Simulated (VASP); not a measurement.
# TeAs in VASP: notebook

Runs on TeAs. Level: LDA. Tasks: single point.

Everything below comes from runs of VASP 6.6.1. Logs are shortened: lines on timing, memory, paths and dates and some standing lists are left out, and cuts for length are marked.

## 1. The cell of the first run

The typed cell holds 4 atoms: a = 4.938 Å, b = 4.938 Å, c = 5.680 Å, α = 90.00°, β = 90.00°, γ = 120.00°.

## 2. Single point, LDA

The input, INCAR:

```
ALGO = Normal
EDIFF = 1E-6
ENCUT = 520
GGA = CA
ISIF = 2
ISMEAR = -1
LASPH = True
LCHARG = False
LREAL = False
LWAVE = False
NBANDS = 19
NELM = 100
PREC = Accurate
SIGMA = 0.02
```

The input, KPOINTS:

```
k-points
0
Gamma
  12 12 7
```

The input, POSCAR:

```
TeAs
1.0
    4.9379300156      0.0000000000      0.0000000000
   -2.4689650078      4.2763728356      0.0000000000
    0.0000000000      0.0000000000      5.6804702797
Te As
2 2
Direct
    0.3333333333      0.6666666667     -0.0624604148
    0.6666666667      0.3333333333      0.4375395852
    0.3333333333      0.6666666667      0.4374604148
    0.6666666667      0.3333333333      0.9374604148
```

Potentials or basis: VASP PAW LDA potentials, release 64 (Te, As).

On the command line:

```sh
cat potpaw_LDA.64/Te/POTCAR potpaw_LDA.64/As/POTCAR > POTCAR
mpirun -np 1 vasp_std > vasp.out
```

OUTCAR:

```text
EDIFF = 1E-6
   ENCUT = 520
   GGA = CA
   ISIF = 2
   ISMEAR = -1
   LASPH = True
   LREAL = False
   NELM = 100
   PREC = Accurate

 ion  position               nearest neighbor table
   1  0.333  0.667  0.938-   3 2.84   3 2.84   4 2.85   4 2.85   4 2.85
   2  0.667  0.333  0.438-   4 2.84   4 2.84   3 2.85   3 2.85   3 2.85
   3  0.333  0.667  0.437-   1 2.84   1 2.84   2 2.85   2 2.85   2 2.85
   4  0.667  0.333  0.937-   2 2.84   2 2.84   1 2.85   1 2.85   1 2.85

  LATTYP: Found a hexagonal cell.
 ALAT       =     4.9379300156
 C/A-ratio  =     1.1503748052

  Lattice vectors:

 A1 = (   4.9379300156,   0.0000000000,   0.0000000000)
 A2 = (  -2.4689650078,   4.2763728356,   0.0000000000)
 A3 = (   0.0000000000,   0.0000000000,   5.6804702797)

Analysis of symmetry for initial positions (statically):
=====================================================================
 Subroutine PRICEL returns:
 Original cell was already a primitive cell.

 Routine SETGRP: Setting up the symmetry group for a
 hexagonal supercell.

 Subroutine GETGRP returns: Found 12 space group operations
 (whereof  6 operations were pure point group operations)
 out of a pool of 24 trial point group operations.

The static configuration has the point symmetry C_3v.
 The point group associated with its full space group is C_6v.

Analysis of symmetry for dynamics (positions and initial velocities):
=====================================================================
 Subroutine PRICEL returns:
 Original cell was already a primitive cell.

 Routine SETGRP: Setting up the symmetry group for a
 hexagonal supercell.

 Subroutine GETGRP returns: Found 12 space group operations
 (whereof  6 operations were pure point group operations)
 out of a pool of 24 trial point group operations.

The dynamic configuration has the point symmetry C_3v.
 The point group associated with its full space group is C_6v.

 Subroutine INISYM returns: Found 12 space group operations
 (whereof  6 operations are pure point group operations),
 and found     1 'primitive' translations

----------------------------------------------------------------------------------------

                                     Primitive cell

  volume of cell :     119.9513

  direct lattice vectors                    reciprocal lattice vectors
     4.937930016  0.000000000  0.000000000     0.202514008  0.116921517  0.000000000
    -2.468965008  4.276372836  0.000000000     0.000000000  0.233843034  0.000000000
     0.000000000  0.000000000  5.680470280     0.000000000  0.000000000  0.176041763

  length of vectors
     4.937930016  4.937930016  5.680470280     0.233843034  0.233843034  0.176041763

  position of ions in fractional coordinates (direct lattice)
     0.333333333  0.666666667  0.937539585
     0.666666667  0.333333333  0.437539585
     0.333333333  0.666666667  0.437460415
     0.666666667  0.333333333  0.937460415

  ion indices of the primitive-cell ions
   primitive index   ion index
                 1           1
                 2           2
                 3           3
                 4           4

----------------------------------------------------------------------------------------

 KPOINTS: k-points

Automatic generation of k-mesh.
 Grid dimensions read from file:
 generate k-points for:   12   12    7

 Generating k-lattice:

  Cartesian coordinates                     Fractional coordinates (reciprocal lattice)
     0.016876167  0.009743460  0.000000000     0.083333333  0.000000000  0.000000000
     0.000000000  0.019486920  0.000000000     0.000000000  0.083333333  0.000000000
     0.000000000  0.000000000  0.025148823     0.000000000  0.000000000  0.142857143

  Length of vectors
     0.019486920  0.019486920  0.025148823

  Shift w.r.t. Gamma in fractional coordinates (k-lattice)
     0.000000000  0.000000000  0.000000000

 Subroutine IBZKPT returns following result:
 ===========================================

 Found     76 irreducible k-points:

 Following reciprocal coordinates:
            Coordinates               Weight
  0.000000  0.000000  0.000000      1.000000
  0.083333 -0.000000  0.000000      6.000000
  0.166667  0.000000  0.000000      6.000000
  0.250000 -0.000000  0.000000      6.000000
  0.333333 -0.000000  0.000000      6.000000
  0.416667 -0.000000  0.000000      6.000000
[... 16 lines left out ...]
  0.250000 -0.000000  0.142857     12.000000
  0.333333 -0.000000  0.142857     12.000000
 [... further k-points ...]
   k-points           NKPTS =     76   k-points in BZ     NKDIM =     76   number of bands    NBANDS=     19
   number of dos      NEDOS =    301   number of ions     NIONS =      4
   total plane-waves  NPLWV =  67200
   dimension x,y,z NGX =    40 NGY =   40 NGZ =   42
   dimension x,y,z NGXF=    80 NGYF=   80 NGZF=   84
   ions per type =               2   2
   NGX,Y,Z   is equivalent  to a cutoff of  13.47, 13.47, 12.29 a.u.
   NGXF,Y,Z  is equivalent  to a cutoff of  26.93, 26.93, 24.58 a.u.
 SYSTEM =  unknown system
   PREC   = accura    normal or accurate (medium, high low for compatibility)
   ISTART =      0    job   : 0-new  1-cont  2-samecut
   ICHARG =      2    charge: 1-file 2-atom 10-const
   ISPIN  =      1    spin polarized calculation?
   LNONCOLLINEAR =      F non collinear calculations
   LSORBIT =      F    spin-orbit coupling
   LASPH  =      T    aspherical Exc in radial PAW
   ENCUT  =  520.0 eV  38.22 Ry    6.18 a.u.   9.18  9.18 10.56*2*pi/ulx,y,z
   NELM   =    100;   NELMIN=  2; NELMDL= -5     # of ELM steps
   EDIFF  = 0.1E-05   stopping-criterion for ELM
   LREAL  =      F    real-space projection
   EDIFFG = 0.1E-04   stopping-criterion for IOM
   NSW    =      0    number of steps for IOM
   IBRION =     -1    ionic relax: 0-MD 1-quasi-New 2-CG
   NFREE  =      0    steps in history (QN), initial steepest desc. (CG)
   ISIF   =      2    stress and relaxation
   ISYM   =      2    0-nonsym 1-usesym 2-fastsym
   POTIM  = 0.5000    time-step for ionic-motion
   TEBEG  =    0.0;   TEEND  =   0.0 temperature during run
   PSTRESS=    0.0 pullay stress
   NELECT =      22.0000    total number of electrons
   NUPDOWN=      -1.0000    fix difference up-down
   EMIN   =  10.00;   EMAX   =-10.00  energy-range for DOS
   EFERMI =   0.00;   METHOD = LEGACY
   ISMEAR =    -1;   SIGMA  =   0.02  broadening in eV -4-tet -1-fermi 0-gaus
   EFERMI_NEDOS =   21; number of points for ismear=-14 and -15
   IALGO  =     38    algorithm
   IMIX   =      4    mixing-type and parameters
     AMIX     =   0.40;   BMIX     =  1.00
     AMIX_MAG =   1.60;   BMIX_MAG =  1.00
  volume/ion in A,a.u.               =      29.99       202.37
  Fermi-wavevector in a.u.,A,eV,Ry     =   0.930138  1.757706 11.771176  0.865157
  Thomas-Fermi vector in A             =   2.056495
   LORBIT       =      0    0 simple, 1 ext, 2 COOP (PROOUT), +10 PAW based schemes
   GGA     = CA    functional components
   LHFCALC =     F    Hartree Fock is set to
   AEXX    =    0.0000 exact exchange contribution
   IVDW    =     0    specifies the selected vdW correction
   LEPSILON=     F    determine dielectric tensor
   LRPA    =     F    only Hartree local field effects (RPA)
 non-spin polarized calculation
  energy-cutoff  :      520.00
  volume of cell :      119.95
 maximum number of plane-waves:      3246
 NGX is ok and might be reduce to    40
   NGX = 19   NGY = 19   NGZ = 21

 number of electron      22.0000000 magnetization

 Free energy of the ion-electron system (eV)
  ---------------------------------------------------
  ext. energy  EPLUGINS =         0.00000000
  ---------------------------------------------------
  free energy    TOTEN  =       -17.19844314 eV

  energy without entropy =      -17.19429526  energy(sigma->0) =      -17.19636920

 E-fermi :   5.0385     XC(G=0):  -9.1528

 val. band max:        5.0381961481   @ k =   0.2500   0.1667   0.4286
 cond. band min:       5.0421703478   @ k =   0.0833  -0.0000   0.4286
 fundamental gap:      0.0039741997
 Fermi energy:         5.0384761362

 k-point     1 :       0.0000    0.0000    0.0000
  band No.  band energies     occupation
      1      -9.3426      2.00000
      2      -6.5537      2.00000
      3      -5.0367      2.00000
      4      -1.9528      2.00000
      5      -1.5967      2.00000
      6       0.2075      2.00000
[... 11 lines left out ...]
     18       9.5584      0.00000
     19      11.4877      0.00000

 k-point     2 :       0.0833   -0.0000    0.0000
  band No.  band energies     occupation
      1      -9.3022      2.00000
      2      -6.5197      2.00000
      3      -5.1596      2.00000
      4      -2.1096      2.00000
      5      -1.5591      2.00000
      6       0.1462      2.00000
[... 11 lines left out ...]
     18       9.5831      0.00000
     19      11.3973      0.00000

 k-point     3 :       0.1667    0.0000    0.0000
  band No.  band energies     occupation
      1      -9.1827      2.00000
      2      -6.4304      2.00000
      3      -5.4698      2.00000
      4      -2.5097      2.00000
      5      -1.4483      2.00000
      6      -0.0061      2.00000
[... 11 lines left out ...]
     18       9.5621      0.00000
     19      11.2035      0.00000

 k-point     4 :       0.2500   -0.0000    0.0000
  band No.  band energies     occupation
      1      -8.9907      2.00000
      2      -6.3792      2.00000
      3      -5.7836      2.00000
      4      -3.0245      2.00000
      5      -1.2713      2.00000
      6      -0.1872      2.00000
[... 407 lines left out ...]
     18       9.9170      0.00000
     19      10.4223      0.00000

 k-point    23 :       0.2500   -0.0000    0.1429
  band No.  band energies     occupation
      1      -8.9050      2.00000
      2      -6.5437      2.00000
      3      -5.8062      2.00000
      4      -3.3351      2.00000
      5      -0.8038      2.00000
      6      -0.1067      2.00000
[... 11 lines left out ...]
     18      10.1305      0.00000
     19      10.3689      0.00000

 k-point    24 :       0.3333   -0.0000    0.1429
  band No.  band energies     occupation
      1      -8.6569      2.00000
      2      -6.6087      2.00000
      3      -5.9716      2.00000
      4      -3.8496      2.00000
      5      -0.5760      2.00000
      6      -0.2650      2.00000
[... 11 lines left out ...]
     18       9.7809      0.00000
     19      10.5443      0.00000

 [... further k-points ...]
[... 5 lines left out ...]
  --------------------------------------------------------------------------------------
  -------------------------------------------------------------------------------------
  Total        0.1139582      0.1139582      0.0870052      0.0000000      0.0000000      0.0000000
  in kB        1.5221282      1.5221282      1.1621203      0.0000000      0.0000000      0.0000000
  external PRESSURE =       1.4021255 kB  Pullay stress =       0.0000000 kB

 VOLUME and BASIS-vectors are now :
 -----------------------------------------------------------------------------
  energy-cutoff  :      520.00
  volume of cell :      119.95
      direct lattice vectors                 reciprocal lattice vectors
     4.937930016  0.000000000  0.000000000     0.202514008  0.116921517  0.000000000
    -2.468965008  4.276372836  0.000000000     0.000000000  0.233843034  0.000000000
     0.000000000  0.000000000  5.680470280     0.000000000  0.000000000  0.176041763

 POSITION                                       TOTAL-FORCE (eV/Angst)
 -----------------------------------------------------------------------------------
     -0.00000      2.85092      5.32567        -0.000000     -0.000000     -0.001838
      2.46897      1.42546      2.48543         0.000000     -0.000000     -0.001838
     -0.00000      2.85092      2.48498        -0.000000      0.000000      0.001838
      2.46897      1.42546      5.32522         0.000000     -0.000000      0.001838
 -----------------------------------------------------------------------------------
    total drift:                               -0.000000      0.000000      0.000285

  FREE ENERGIE OF THE ION-ELECTRON SYSTEM (eV)
  ---------------------------------------------------
  free  energy   TOTEN  =       -17.1984431354 eV

  energy  without entropy=      -17.1942952627  energy(sigma->0) =      -17.19636920
```

Wall time 97 s (1 thread of Intel Xeon Platinum 8259CL at 2.50GHz (Skylake/Cascade Lake), shared host); peak memory 0.31 GiB.

What came out:

* Free energy: -17.1984 eV
* Pressure: 0.1 GPa
* Band gap on the k mesh: zero (band 11 reaches 5.92 eV, above the bottom of band 12 at 4.18 eV)

Levels at points of the mesh, in eV from the Fermi level:
```csv
k point,band 9,band 10,band 11,band 12,band 13,band 14
"(0.00, 0.00, 0.00)",-2.58,-2.58,-0.86,-0.86,1.68,1.68
"(0.50, 0.00, 0.00)",-3.20,-1.24,0.49,1.74,2.89,3.63
```

Caveat: spin-orbit coupling is left out, which moves the levels of the heavy elements.

## 3. Single point, LDA

The input, INCAR:

```
  PREC = Accurate
  ENCUT = 520
  EDIFF = 1E-6
  ISMEAR = -1
  SIGMA = 0.02
  LREAL = F
  LASPH = T
  NELM = 100
  ALGO = Normal
  ISIF = 2
  LWAVE = F
  LCHARG = F
  GGA = CA
  NBANDS = 19
```

The input, KPOINTS:

```
Automatic mesh
0
Gamma
  11 11 8
```

The input, POSCAR:

```
TeAs
1.0
    4.8963934885      0.0000000000      0.0000000000
   -2.4481967442      4.2404011479      0.0000000000
    0.0000000000      0.0000000000      5.7819650755
Te As
2 2
Direct
    0.3333333333      0.6666666667     -0.0624995324
    0.6666666667      0.3333333333      0.4375004676
    0.3333333333      0.6666666667      0.4374995324
    0.6666666667      0.3333333333      0.9374995324
```

Potentials or basis: VASP PAW LDA potentials, release 64 (Te, As).

On the command line:

```sh
cat potpaw_LDA.64/Te/POTCAR potpaw_LDA.64/As/POTCAR > POTCAR
mpirun -np 1 vasp_std > vasp.out
```

Run time: 92 s. Hardware: 1 thread of Intel Xeon Platinum 8259CL at 2.50GHz (Skylake/Cascade Lake), shared host; peak memory 0.31 GiB.

It converged, with:

- Free energy: -17.1725 eV
- Pressure: 0.1 GPa
- Band gap on the k mesh: zero (band 11 reaches 5.82 eV, above the bottom of band 12 at 4.28 eV)

Levels at points of the mesh, in eV from the Fermi level:
| k point | band 7 | band 8 | band 9 | band 10 | band 11 | band 12 | band 13 | band 14 | band 15 | band 16 |
| --- | --- | --- | --- | --- | --- | --- | --- | --- | --- | --- |
| (0.00, 0.00, 0.00) | -4.76 | -2.90 | -2.72 | -2.72 | -0.74 | -0.74 | 1.61 | 1.61 | 2.93 | 3.64 |
| (0.00, 0.00, 0.50) | -3.92 | -3.92 | -2.66 | -2.66 | 0.17 | 0.17 | 0.17 | 0.17 | 1.17 | 1.17 |

Caveat: spin-orbit coupling is left out, which moves the levels of the heavy elements.
